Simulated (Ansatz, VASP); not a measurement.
# One calculation of In3Se, two programs

```
In Se
1.0
     4.79044    0.00000    0.00000
     0.00000    4.79044    0.00000
     0.00000    0.00000    4.79044
In Se
3 1
Direct
  0.00000 0.50000 0.50000
  0.50000 0.00000 0.50000
  0.50000 0.50000 0.00000
  0.00000 0.00000 0.00000
```

Alike in both runs: task single point; functional PBE; k mesh 10 × 10 × 10; occupations gaussian, width 0.15 eV; no spin polarisation.

```csv
,VASP,Ansatz
version,VASP 6.6.1,Ansatz 0.2.0
potentials or method,"VASP PAW PBE potentials, release 64 (In_d, Se), cutoff 520 eV","scalar-relativistic, plane waves, PAW"
valence electrons in the cell,45,55
```

|  | VASP | Ansatz | Ansatz less VASP |
| --- | --- | --- | --- |
| gap on the k mesh at the Fermi level (eV) | none | none | - |
| pressure (GPa) | -0.1 | 0.0 | +0.02 |

A gap of «none» marks a metal or a gap that the smearing closes. With one functional, cell and mesh, what is left measures potentials, basis and numerics. VASP's potentials hold 45 valence electrons a cell and Ansatz's 55, so a difference there can come from the potentials and not from the codes.
